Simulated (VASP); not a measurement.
# KTaO3 (R-3m) in VASP: relaxation of cell and atoms with PBE

Aim: the relaxation of cell and atoms of KTaO3 with PBE.

Program: VASP 6.6.1. These are calculated values, not measurements. Logs are shortened: lines on timing, memory, paths and dates and some standing lists are left out, and cuts for length are marked.

## 1. The cell of the first run

It takes space group R-3m (No. 166, trigonal). Conventional cell: a = 5.399 Å, b = 5.399 Å, c = 9.325 Å, α = 90.00°, β = 90.00°, γ = 120.00°. Within 3.6 Å of K (site symmetry -3m) lie 12 O at 2.70 to 3.48 Å and 6 Ta at 3.48 Å. Ta (site symmetry -3m) has 6 O at 2.20 Å within 2.9 Å. O (site symmetry 2/m) has 2 Ta at 2.20 Å and 2 K at 2.70 Å and 4 O at 2.70 Å within 2.9 Å.

The cell was generated, and may not be a known phase.

## 2. Relaxation of cell and atoms, PBE

INCAR

```
SYSTEM = KTaO3
PREC = Accurate
ENCUT = 600
EDIFF = 1E-6
ISMEAR = 0
SIGMA = 0.1
LREAL = .FALSE.
LASPH = .TRUE.
NELM = 60
ALGO = Normal
ISIF = 3
LWAVE = .FALSE.
LCHARG = .FALSE.
GGA = PE
IBRION = 2
NSW = 90
EDIFFG = -0.04
```

KPOINTS

```
Automatic mesh
0
G
  6 6 6
  0 0 0
```

POSCAR

```
KTaO3
1.0
    2.6995569200      1.5585899200      3.1083295700
   -2.6995569200      1.5585899200      3.1083295700
    0.0000000000     -3.1171798300      3.1083295700
K Ta O
1 1 3
Direct
    0.0000000000      0.0000000000      0.0000000000
    0.5000000000      0.5000000000      0.5000000000
    0.5000000000      0.5000000000      0.0000000000
    0.0000000000      0.5000000000      0.5000000000
    0.5000000000      0.0000000000      0.5000000000
```

Potentials or basis: VASP PAW PBE potentials, release 64 (K_sv, Ta_pv, O).

Launch:

```console
$ cat potpaw_PBE.64/K_sv/POTCAR potpaw_PBE.64/Ta_pv/POTCAR potpaw_PBE.64/O/POTCAR > POTCAR
$ mpirun -np 1 vasp_std > vasp.out
```

OUTCAR:

```text
SYSTEM = KTaO3
   PREC = Accurate
   ENCUT = 600
   EDIFF = 1E-6
   ISMEAR = 0
   LREAL = .FALSE.
   LASPH = .TRUE.
   NELM = 60
   ISIF = 3
   GGA = PE
   IBRION = 2
   NSW = 90
   EDIFFG = -0.04

 ion  position               nearest neighbor table
   1  0.000  0.000  0.000-   3 2.70   3 2.70   4 2.70   4 2.70   5 2.70   5 2.70   2 3.48   2 3.48
                             2 3.48   2 3.48   2 3.48   2 3.48
   2  0.500  0.500  0.500-   3 2.20   3 2.20   5 2.20   4 2.20   5 2.20   4 2.20   1 3.48   1 3.48
                             1 3.48   1 3.48   1 3.48   1 3.48
   3  0.500  0.500  0.000-   2 2.20   2 2.20   1 2.70   1 2.70
   4  0.000  0.500  0.500-   2 2.20   2 2.20   1 2.70   1 2.70
   5  0.500  0.000  0.500-   2 2.20   2 2.20   1 2.70   1 2.70

  LATTYP: Found a trigonal (rhomboedric) cell.
 ALAT       =     4.4021043614
 COS(alpha) =     0.2478675852

  Lattice vectors:

 A1 = (   2.6995569200,   1.5585899200,   3.1083295700)
 A2 = (  -2.6995569200,   1.5585899200,   3.1083295700)
 A3 = (   0.0000000000,  -3.1171798300,   3.1083295700)

Analysis of symmetry for initial positions (statically):
=====================================================================
 Subroutine PRICEL returns:
 Original cell was already a primitive cell.

 Routine SETGRP: Setting up the symmetry group for a
 trigonal (rhombohedral) supercell.

 Subroutine GETGRP returns: Found 12 space group operations
 (whereof 12 operations were pure point group operations)
 out of a pool of 12 trial point group operations.

The static configuration has the point symmetry D_3d.

Analysis of symmetry for dynamics (positions and initial velocities):
=====================================================================
 Subroutine PRICEL returns:
 Original cell was already a primitive cell.

 Routine SETGRP: Setting up the symmetry group for a
 trigonal (rhombohedral) supercell.

 Subroutine GETGRP returns: Found 12 space group operations
 (whereof 12 operations were pure point group operations)
 out of a pool of 12 trial point group operations.

The dynamic configuration has the point symmetry D_3d.

 Subroutine INISYM returns: Found 12 space group operations
 (whereof 12 operations are pure point group operations),
 and found     1 'primitive' translations

----------------------------------------------------------------------------------------

                                     Primitive cell

  volume of cell :      78.4698

  direct lattice vectors                    reciprocal lattice vectors
     2.699556920  1.558589920  3.108329570     0.185215580  0.106934265  0.107238736
    -2.699556920  1.558589920  3.108329570    -0.185215580  0.106934265  0.107238736
     0.000000000 -3.117179830  3.108329570     0.000000000 -0.213868529  0.107238736

  length of vectors
     4.402104363  4.402104363  4.402104361     0.239248604  0.239248604  0.239248604

  position of ions in fractional coordinates (direct lattice)
     0.000000000  0.000000000  0.000000000
     0.500000000  0.500000000  0.500000000
     0.500000000  0.500000000  0.000000000
     1.000000000  0.500000000  0.500000000
     0.500000000  1.000000000  0.500000000

  ion indices of the primitive-cell ions
   primitive index   ion index
                 1           1
                 2           2
                 3           3
                 4           4
                 5           5

----------------------------------------------------------------------------------------

 KPOINTS: Automatic mesh

Automatic generation of k-mesh.
 Grid dimensions read from file:
 generate k-points for:    6    6    6

 Generating k-lattice:

  Cartesian coordinates                     Fractional coordinates (reciprocal lattice)
     0.030869263  0.017822377  0.017873123     0.166666667 -0.000000000  0.000000000
    -0.030869263  0.017822377  0.017873123    -0.000000000  0.166666667  0.000000000
     0.000000000 -0.035644755  0.017873123    -0.000000000 -0.000000000  0.166666667

  Length of vectors
     0.039874767  0.039874767  0.039874767

  Shift w.r.t. Gamma in fractional coordinates (k-lattice)
     0.000000000  0.000000000  0.000000000

 Subroutine IBZKPT returns following result:
 ===========================================

 Found     32 irreducible k-points:

 Following reciprocal coordinates:
            Coordinates               Weight
  0.000000  0.000000  0.000000      1.000000
  0.166667 -0.000000  0.000000      6.000000
  0.333333 -0.000000  0.000000      6.000000
  0.500000 -0.000000  0.000000      3.000000
  0.166667  0.166667  0.000000      6.000000
  0.333333  0.166667  0.000000     12.000000
[... 16 lines left out ...]
  0.500000  0.500000  0.166667      6.000000
 -0.333333  0.500000  0.166667     12.000000
 [... further k-points ...]
   k-points           NKPTS =     32   k-points in BZ     NKDIM =     32   number of bands    NBANDS=     23
   number of dos      NEDOS =    301   number of ions     NIONS =      5
   total plane-waves  NPLWV =  46656
   dimension x,y,z NGX =    36 NGY =   36 NGZ =   36
   dimension x,y,z NGXF=    72 NGYF=   72 NGZF=   72
   ions per type =               1   1   3
   NGX,Y,Z   is equivalent  to a cutoff of  13.60, 13.60, 13.60 a.u.
   NGXF,Y,Z  is equivalent  to a cutoff of  27.19, 27.19, 27.19 a.u.
 SYSTEM =  KTaO3
   PREC   = accura    normal or accurate (medium, high low for compatibility)
   ISTART =      0    job   : 0-new  1-cont  2-samecut
   ICHARG =      2    charge: 1-file 2-atom 10-const
   ISPIN  =      1    spin polarized calculation?
   LNONCOLLINEAR =      F non collinear calculations
   LSORBIT =      F    spin-orbit coupling
   LASPH  =      T    aspherical Exc in radial PAW
   ENCUT  =  600.0 eV  44.10 Ry    6.64 a.u.   8.79  8.79  8.79*2*pi/ulx,y,z
   NELM   =     60;   NELMIN=  2; NELMDL= -5     # of ELM steps
   EDIFF  = 0.1E-05   stopping-criterion for ELM
   LREAL  =      F    real-space projection
   EDIFFG = -.4E-01   stopping-criterion for IOM
   NSW    =     90    number of steps for IOM
   IBRION =      2    ionic relax: 0-MD 1-quasi-New 2-CG
   NFREE  =      1    steps in history (QN), initial steepest desc. (CG)
   ISIF   =      3    stress and relaxation
   ISYM   =      2    0-nonsym 1-usesym 2-fastsym
   POTIM  = 0.5000    time-step for ionic-motion
   TEBEG  =    0.0;   TEEND  =   0.0 temperature during run
   PSTRESS=    0.0 pullay stress
   NELECT =      38.0000    total number of electrons
   NUPDOWN=      -1.0000    fix difference up-down
   EMIN   =  10.00;   EMAX   =-10.00  energy-range for DOS
   EFERMI =   0.00;   METHOD = LEGACY
   ISMEAR =     0;   SIGMA  =   0.10  broadening in eV -4-tet -1-fermi 0-gaus
   EFERMI_NEDOS =   21; number of points for ismear=-14 and -15
   IALGO  =     38    algorithm
   IMIX   =      4    mixing-type and parameters
     AMIX     =   0.40;   BMIX     =  1.00
     AMIX_MAG =   1.60;   BMIX_MAG =  1.00
  volume/ion in A,a.u.               =      15.69       105.91
  Fermi-wavevector in a.u.,A,eV,Ry     =   1.285588  2.429409 22.486845  1.652737
  Thomas-Fermi vector in A             =   2.417713
   LORBIT       =      0    0 simple, 1 ext, 2 COOP (PROOUT), +10 PAW based schemes
   GGA     = PE    functional components
   LHFCALC =     F    Hartree Fock is set to
   AEXX    =    0.0000 exact exchange contribution
   IVDW    =     0    specifies the selected vdW correction
   LEPSILON=     F    determine dielectric tensor
   LRPA    =     F    only Hartree local field effects (RPA)
 conjugate gradient relaxation of ions
 non-spin polarized calculation
 Gauss-broadening in eV      SIGMA  =   0.10
  energy-cutoff  :      600.00
  volume of cell :       78.47
 maximum number of plane-waves:      2635
   NGX = 17   NGY = 17   NGZ = 17

--------------------------------------- Ionic step        1  -------------------------------------------

 number of electron      38.0000005 magnetization

 Free energy of the ion-electron system (eV)
  ---------------------------------------------------
  ext. energy  EPLUGINS =         0.00000000
  ---------------------------------------------------
  free energy    TOTEN  =       -36.73377880 eV

  energy without entropy =      -36.73371002  energy(sigma->0) =      -36.73374441

 E-fermi :   1.4528     XC(G=0):  -9.8101

 val. band max:        1.2738532465   @ k =   0.5000   0.5000   0.5000
 cond. band min:       1.6242797301   @ k =   0.0000   0.0000   0.0000
 fundamental gap:      0.3504264836
 Fermi energy:         1.4527661939

 k-point     1 :       0.0000    0.0000    0.0000
  band No.  band energies     occupation
      1     -34.8580      2.00000
      2     -34.8580      2.00000
      3     -34.5376      2.00000
      4     -26.9592      2.00000
      5     -16.1234      2.00000
      6     -15.2311      2.00000
[... 613 lines left out ...]
     22       4.1538      0.00000
     23       6.0883      0.00000

 [... further k-points ...]

------------------------ aborting loop because EDIFF is reached ----------------------------------------

  FORCE on cell =-STRESS in cart. coord.  units (eV):
  Direction    XX          YY          ZZ          XY          YZ          ZX
  --------------------------------------------------------------------------------------
  -------------------------------------------------------------------------------------
  Total       -0.7829392     -0.7829392    -29.6034477      0.0000000     -0.0000000      0.0000000
  in kB      -15.9858592    -15.9858592   -604.4358479      0.0000000     -0.0000006      0.0000000
  external PRESSURE =    -212.1358554 kB  Pullay stress =       0.0000000 kB
[... 258 lines left out ...]
  energy  without entropy=      -41.0879812212  energy(sigma->0) =      -41.08798122

--------------------------------------- Ionic step        8  -------------------------------------------

 number of electron      37.9999994 magnetization

 Free energy of the ion-electron system (eV)
  ---------------------------------------------------
  ext. energy  EPLUGINS =         0.00000000
  ---------------------------------------------------
  free energy    TOTEN  =       -41.08929362 eV

  energy without entropy =      -41.08929362  energy(sigma->0) =      -41.08929362

 E-fermi :   2.0658     XC(G=0): -10.7127

 val. band max:        1.5908769665   @ k =   0.5000   0.5000   0.5000
 cond. band min:       3.6959917416   @ k =   0.0000   0.0000   0.0000
 fundamental gap:      2.1051147751
 Fermi energy:         2.0658366851

 k-point     1 :       0.0000    0.0000    0.0000
  band No.  band energies     occupation
      1     -32.6745      2.00000
      2     -32.6738      2.00000
      3     -32.6738      2.00000
      4     -25.7584      2.00000
      5     -15.8479      2.00000
      6     -15.1517      2.00000
[... 613 lines left out ...]
     22       7.2727      0.00000
     23       9.9984      0.00000

 [... further k-points ...]

------------------------ aborting loop because EDIFF is reached ----------------------------------------

  FORCE on cell =-STRESS in cart. coord.  units (eV):
  Direction    XX          YY          ZZ          XY          YZ          ZX
  --------------------------------------------------------------------------------------
  -------------------------------------------------------------------------------------
  Total       -0.1466125     -0.1466125     -0.0157362      0.0000000      0.0000000      0.0000000
  in kB       -3.5895222     -3.5895223     -0.3852711      0.0000000      0.0000000      0.0000000
  external PRESSURE =      -2.5214385 kB  Pullay stress =       0.0000000 kB
[... 20 lines left out ...]
  FREE ENERGIE OF THE ION-ELECTRON SYSTEM (eV)
  ---------------------------------------------------
  free  energy   TOTEN  =       -41.0892936183 eV

  energy  without entropy=      -41.0892936183  energy(sigma->0) =      -41.08929362

 reached required accuracy - stopping structural energy minimisation
```

It took 12 min on 1 thread of Oxide Virtual Turin-like, shared host; peak memory 0.23 GiB.

What came out:

```
Free energy                           : -41.0893 eV
Relaxed volume                        : 13.09 Å³/atom
Relaxed cell                          : a = 4.030 Å, b = 4.030 Å, c = 4.030 Å, α = 90.03°, β = 90.03°, γ = 90.03°
Space group after relaxing (to 0.1 Å) : Pm-3m (No. 221)
Energy gained by relaxing             : 871.1 meV/atom
Ionic steps                           : 8
Pressure after relaxing               : -0.3 GPa
Band gap on the k mesh                : 2.11 eV (least direct gap 2.74 eV)
```

The path:
```tsv
step	energy change (eV)	largest force (eV/Å)	pressure (GPa)	volume (Å³)
1	0.0000	0.0000	-21.21	78.47
2	-3.0922	0.0000	46.39	55.21
3	-3.8545	0.0000	14.83	61.01
4	-4.3170	0.0000	-5.12	67.28
5	-4.3496	0.0000	-1.60	65.92
6	-4.3495	0.0000	-1.87	66.01
7	-4.3542	0.0000	0.52	65.17
8	-4.3555	0.0000	-0.25	65.44
```

Final structure:
```
CELL_PARAMETERS angstrom
2.85023 1.64558 2.32539
-2.85023 1.64558 2.32539
0.00000 -3.29116 2.32539
ATOMIC_POSITIONS crystal
K 0.00000 0.00000 0.00000
Ta 0.50000 0.50000 0.50000
O 0.50000 0.50000 0.00000
O 0.00000 0.50000 0.50000
O 0.50000 0.00000 0.50000
```

Caveat: the volume moved by over 15 % at a fixed basis, so the end points are rough; spin-orbit coupling is left out, which moves the levels of the heavy elements. A k mesh can miss the band edges.
